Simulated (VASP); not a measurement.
# GaAs (I-4m2) in VASP: notebook

The runs below take GaAs through single point, with r2SCAN.

Program: VASP 6.6.1. These are calculated values, not measurements. Logs are shortened: lines on timing, memory, paths and dates and some standing lists are left out, and cuts for length are marked.

## Step 1: The cell of the first run

It takes space group I-4m2 (No. 119, tetragonal). The conventional cell has a = 4.110 Å, b = 4.110 Å, c = 5.348 Å, α = 90.00°, β = 90.00°, γ = 90.00°. Ga (site symmetry -4m2) has 4 As at 2.45 Å within 3.2 Å. As (site symmetry -4m2) has 4 Ga at 2.45 Å within 3.2 Å.

## Step 2: Single point, r2SCAN

POSCAR reads:

```
GaAs
1.0
    0.0000000000      2.9065211565      2.6739994640
    2.9065211565      0.0000000000      2.6739994640
    2.9065211565      2.9065211565      0.0000000000
Ga As
1 1
Direct
    0.0000000000      0.0000000000      0.0000000000
    0.7500000000      0.7500000000      0.7500000000
```

INCAR.step1 reads:

```
  ALGO = Normal
  EDIFF = 1E-4
  ENCUT = 520
  GGA = PE
  ISMEAR = 0
  LASPH = T
  LCHARG = F
  LREAL = F
  LWAVE = T
  NBANDS = 16
  NELM = 100
  PREC = Accurate
  SIGMA = 0.05
```

INCAR.step2 reads:

```
  ALGO = Normal
  EDIFF = 1E-6
  ENCUT = 520
  ISIF = 2
  ISMEAR = 0
  ISTART = 1
  LASPH = T
  LCHARG = F
  LMIXTAU = T
  LREAL = F
  LWAVE = F
  METAGGA = R2SCAN
  NBANDS = 16
  NELM = 100
  PREC = Accurate
  SIGMA = 0.05
```

KPOINTS reads:

```
k-points
0
Gamma
  10 10 10
```

Potentials or basis: VASP PAW PBE potentials, release 64 (Ga_d, As).

Started as:

```console
$ cat potpaw_PBE.64/Ga_d/POTCAR potpaw_PBE.64/As/POTCAR > POTCAR
$ cp INCAR.step1 INCAR
$ mpirun -np 1 vasp_std > vasp.out
$ cp INCAR.step2 INCAR
$ mpirun -np 1 vasp_std > vasp.out
```

OUTCAR:

```text
EDIFF = 1E-6
   ENCUT = 520
   ISIF = 2
   ISMEAR = 0
   ISTART = 1
   LASPH = T
   LREAL = F
   METAGGA = R2SCAN
   NELM = 100
   PREC = Accurate

 ion  position               nearest neighbor table
   1  0.000  0.000  0.000-   2 2.45   2 2.45   2 2.45   2 2.45
   2  0.750  0.750  0.750-   1 2.45   1 2.45   1 2.45   1 2.45

  LATTYP: Found a body centered tetragonal cell.
 ALAT       =     4.1104416388
 C/A-ratio  =     1.3010764774

  Lattice vectors:

 A1 = (   0.0000000000,  -2.9065211565,  -2.6739994640)
 A2 = (   0.0000000000,   2.9065211565,  -2.6739994640)
 A3 = (   2.9065211565,   0.0000000000,   2.6739994640)

Analysis of symmetry for initial positions (statically):
=====================================================================
 Subroutine PRICEL returns:
 Original cell was already a primitive cell.

 Routine SETGRP: Setting up the symmetry group for a
 body centered tetragonal supercell.

 Subroutine GETGRP returns: Found  8 space group operations
 (whereof  8 operations were pure point group operations)
 out of a pool of 16 trial point group operations.

The static configuration has the point symmetry D_2d.

Analysis of symmetry for dynamics (positions and initial velocities):
=====================================================================
 Subroutine PRICEL returns:
 Original cell was already a primitive cell.

 Routine SETGRP: Setting up the symmetry group for a
 body centered tetragonal supercell.

 Subroutine GETGRP returns: Found  8 space group operations
 (whereof  8 operations were pure point group operations)
 out of a pool of 16 trial point group operations.

The dynamic configuration has the point symmetry D_2d.

 Subroutine INISYM returns: Found  8 space group operations
 (whereof  8 operations are pure point group operations),
 and found     1 'primitive' translations

----------------------------------------------------------------------------------------

                                     Primitive cell

  volume of cell :      45.1792

  direct lattice vectors                    reciprocal lattice vectors
     0.000000000  2.906521157  2.673999464    -0.172026960  0.172026960  0.186985827
     2.906521157  0.000000000  2.673999464     0.172026960 -0.172026960  0.186985827
     2.906521157  2.906521157  0.000000000     0.172026960  0.172026960 -0.186985827

  length of vectors
     3.949447856  3.949447856  4.110441639     0.306839127  0.306839127  0.306839127

  position of ions in fractional coordinates (direct lattice)
     0.000000000  0.000000000  0.000000000
     0.750000000  0.750000000  0.750000000

  ion indices of the primitive-cell ions
   primitive index   ion index
                 1           1
                 2           2

----------------------------------------------------------------------------------------

 KPOINTS: k-points

Automatic generation of k-mesh.
 Grid dimensions read from file:
 generate k-points for:   10   10   10

 Generating k-lattice:

  Cartesian coordinates                     Fractional coordinates (reciprocal lattice)
    -0.017202696  0.017202696  0.018698583     0.100000000 -0.000000000  0.000000000
     0.017202696 -0.017202696  0.018698583    -0.000000000  0.100000000  0.000000000
     0.017202696  0.017202696 -0.018698583     0.000000000  0.000000000  0.100000000

  Length of vectors
     0.030683913  0.030683913  0.030683913

  Shift w.r.t. Gamma in fractional coordinates (k-lattice)
     0.000000000  0.000000000  0.000000000

 Subroutine IBZKPT returns following result:
 ===========================================

 Found    102 irreducible k-points:

 Following reciprocal coordinates:
            Coordinates               Weight
  0.000000  0.000000  0.000000      1.000000
  0.100000  0.000000  0.000000      8.000000
  0.200000  0.000000  0.000000      8.000000
  0.300000  0.000000  0.000000      8.000000
  0.400000 -0.000000  0.000000      8.000000
  0.500000  0.000000  0.000000      4.000000
[... 16 lines left out ...]
  0.300000  0.300000  0.000000      2.000000
  0.400000  0.300000  0.000000      8.000000
 [... further k-points ...]
   k-points           NKPTS =    102   k-points in BZ     NKDIM =    102   number of bands    NBANDS=     16
   number of dos      NEDOS =    301   number of ions     NIONS =      2
   total plane-waves  NPLWV =  28800
   dimension x,y,z NGX =    30 NGY =   30 NGZ =   32
   dimension x,y,z NGXF=    60 NGYF=   60 NGZF=   64
   ions per type =               1   1
   NGX,Y,Z   is equivalent  to a cutoff of  12.63, 12.63, 12.94 a.u.
   NGXF,Y,Z  is equivalent  to a cutoff of  25.26, 25.26, 25.88 a.u.
 SYSTEM =  unknown system
   PREC   = accura    normal or accurate (medium, high low for compatibility)
   ISTART =      1    job   : 0-new  1-cont  2-samecut
   ICHARG =      0    charge: 1-file 2-atom 10-const
   ISPIN  =      1    spin polarized calculation?
   LNONCOLLINEAR =      F non collinear calculations
   LSORBIT =      F    spin-orbit coupling
   LASPH  =      T    aspherical Exc in radial PAW
   ENCUT  =  520.0 eV  38.22 Ry    6.18 a.u.   7.34  7.34  7.64*2*pi/ulx,y,z
   NELM   =    100;   NELMIN=  2; NELMDL=  0     # of ELM steps
   EDIFF  = 0.1E-05   stopping-criterion for ELM
   LREAL  =      F    real-space projection
   EDIFFG = 0.1E-04   stopping-criterion for IOM
   NSW    =      0    number of steps for IOM
   IBRION =     -1    ionic relax: 0-MD 1-quasi-New 2-CG
   NFREE  =      0    steps in history (QN), initial steepest desc. (CG)
   ISIF   =      2    stress and relaxation
   ISYM   =      2    0-nonsym 1-usesym 2-fastsym
   POTIM  = 0.5000    time-step for ionic-motion
   TEBEG  =    0.0;   TEEND  =   0.0 temperature during run
   PSTRESS=    0.0 pullay stress
   NELECT =      18.0000    total number of electrons
   NUPDOWN=      -1.0000    fix difference up-down
   EMIN   =  10.00;   EMAX   =-10.00  energy-range for DOS
   EFERMI =   0.00;   METHOD = LEGACY
   ISMEAR =     0;   SIGMA  =   0.05  broadening in eV -4-tet -1-fermi 0-gaus
   EFERMI_NEDOS =   21; number of points for ismear=-14 and -15
   IALGO  =     38    algorithm
   IMIX   =      4    mixing-type and parameters
     AMIX     =   0.40;   BMIX     =  1.00
     AMIX_MAG =   1.60;   BMIX_MAG =  1.00
  volume/ion in A,a.u.               =      22.59       152.44
  Fermi-wavevector in a.u.,A,eV,Ry     =   1.204628  2.276417 19.743799  1.451128
  Thomas-Fermi vector in A             =   2.340347
   LORBIT       =      0    0 simple, 1 ext, 2 COOP (PROOUT), +10 PAW based schemes
   METAGGA = R2SCAN    functional components
   LHFCALC =     F    Hartree Fock is set to
   AEXX    =    0.0000 exact exchange contribution
   IVDW    =     0    specifies the selected vdW correction
   LEPSILON=     F    determine dielectric tensor
   LRPA    =     F    only Hartree local field effects (RPA)
 non-spin polarized calculation
 Gauss-broadening in eV      SIGMA  =   0.05
  energy-cutoff  :      520.00
  volume of cell :       45.18
 maximum number of plane-waves:      1233
 NGX is ok and might be reduce to    30
   NGX = 15   NGY = 15   NGZ = 15

 number of electron      18.0000006 magnetization

 Free energy of the ion-electron system (eV)
  ---------------------------------------------------
  ext. energy  EPLUGINS =         0.00000000
  ---------------------------------------------------
  free energy    TOTEN  =       -27.01602974 eV

  energy without entropy =      -27.01602974  energy(sigma->0) =      -27.01602974

 E-fermi :   4.1588     XC(G=0): -10.2612

 val. band max:        3.9675755214   @ k =   0.0000   0.0000   0.0000
 cond. band min:       4.6268879553   @ k =   0.0000   0.0000   0.0000
 fundamental gap:      0.6593124339
 Fermi energy:         4.1587610875

 k-point     1 :       0.0000    0.0000    0.0000
  band No.  band energies     occupation
      1     -11.5660      2.00000
      2     -11.5657      2.00000
      3     -11.5461      2.00000
      4     -11.4810      2.00000
      5     -11.4642      2.00000
      6      -9.5152      2.00000
[... 8 lines left out ...]
     15      13.5214      0.00000
     16      14.8146      0.00000

 k-point     2 :       0.1000    0.0000    0.0000
  band No.  band energies     occupation
      1     -11.5724      2.00000
      2     -11.5634      2.00000
      3     -11.5471      2.00000
      4     -11.4812      2.00000
      5     -11.4639      2.00000
      6      -9.3914      2.00000
[... 8 lines left out ...]
     15      13.0531      0.00000
     16      13.9271      0.00000

 k-point     3 :       0.2000    0.0000    0.0000
  band No.  band energies     occupation
      1     -11.5942      2.00000
      2     -11.5572      2.00000
      3     -11.5438      2.00000
      4     -11.4814      2.00000
      5     -11.4627      2.00000
      6      -9.0362      2.00000
[... 8 lines left out ...]
     15      12.9817      0.00000
     16      13.9759      0.00000

 k-point     4 :       0.3000    0.0000    0.0000
  band No.  band energies     occupation
      1     -11.6201      2.00000
      2     -11.5506      2.00000
      3     -11.5380      2.00000
      4     -11.4811      2.00000
      5     -11.4602      2.00000
      6      -8.5055      2.00000
[... 8 lines left out ...]
     15      13.6031      0.00000
     16      14.0136      0.00000
[... 324 lines left out ...]
 k-point    22 :      -0.2000    0.2000    0.0000
  band No.  band energies     occupation
      1     -11.6271      2.00000
      2     -11.5466      2.00000
      3     -11.5313      2.00000
      4     -11.4793      2.00000
      5     -11.4643      2.00000
      6      -8.3650      2.00000
[... 8 lines left out ...]
     15      14.6913      0.00000
     16      15.5334      0.00000

 k-point    23 :       0.3000    0.3000    0.0000
  band No.  band energies     occupation
      1     -11.6440      2.00000
      2     -11.5309      2.00000
      3     -11.5306      2.00000
      4     -11.5010      2.00000
      5     -11.4517      2.00000
      6      -8.0327      2.00000
[... 8 lines left out ...]
     15      15.2311      0.00000
     16      17.4459      0.00000

 k-point    24 :       0.4000    0.3000    0.0000
  band No.  band energies     occupation
      1     -11.6591      2.00000
      2     -11.5242      2.00000
      3     -11.5241      2.00000
      4     -11.5037      2.00000
      5     -11.4496      2.00000
      6      -7.5506      2.00000
[... 8 lines left out ...]
     15      16.2843      0.00000
     16      17.6885      0.00000

 [... further k-points ...]

------------------------ aborting loop because EDIFF is reached ----------------------------------------

  FORCE on cell =-STRESS in cart. coord.  units (eV):
  Direction    XX          YY          ZZ          XY          YZ          ZX
  --------------------------------------------------------------------------------------
  -------------------------------------------------------------------------------------
  Total       -0.3053141     -0.3053141      1.0369589      0.0000000      0.0000000      0.0000000
  in kB      -10.8272739    -10.8272739     36.7734046      0.0000000      0.0000000      0.0000000
  external PRESSURE =       5.0396189 kB  Pullay stress =       0.0000000 kB

 VOLUME and BASIS-vectors are now :
 -----------------------------------------------------------------------------
  energy-cutoff  :      520.00
  volume of cell :       45.18
      direct lattice vectors                 reciprocal lattice vectors
     0.000000000  2.906521157  2.673999464    -0.172026960  0.172026960  0.186985827
     2.906521157  0.000000000  2.673999464     0.172026960 -0.172026960  0.186985827
     2.906521157  2.906521157  0.000000000     0.172026960  0.172026960 -0.186985827

 POSITION                                       TOTAL-FORCE (eV/Angst)
 -----------------------------------------------------------------------------------
      0.00000      0.00000      0.00000        -0.000000     -0.000000      0.000000
      4.35978      4.35978      4.01100         0.000000      0.000000      0.000000
 -----------------------------------------------------------------------------------
    total drift:                               -0.000130     -0.000130     -0.000355

  FREE ENERGIE OF THE ION-ELECTRON SYSTEM (eV)
  ---------------------------------------------------
  free  energy   TOTEN  =       -27.0160297382 eV

  energy  without entropy=      -27.0160297382  energy(sigma->0) =      -27.01602974
```

It took 3.7 min on 1 thread of AMD EPYC 7R13, shared host; peak memory 0.23 GiB.

Results:

```
Free energy            : -27.0160 eV
Pressure               : 0.5 GPa
Band gap on the k mesh : 0.66 eV
```

Stress tensor (GPa, compression positive):
```
-1.08  0.00  0.00
 0.00 -1.08  0.00
 0.00  0.00  3.68
```

Caveat: semilocal functionals underestimate gaps, and a narrow one can read as zero; the PAW data sets were made with another functional, which shifts forces and pressure a little. A k mesh can miss the band edges.

[end of part 1 of 3]

The gap in the log of VASP goes by the Fermi energy; the results here count the filled bands.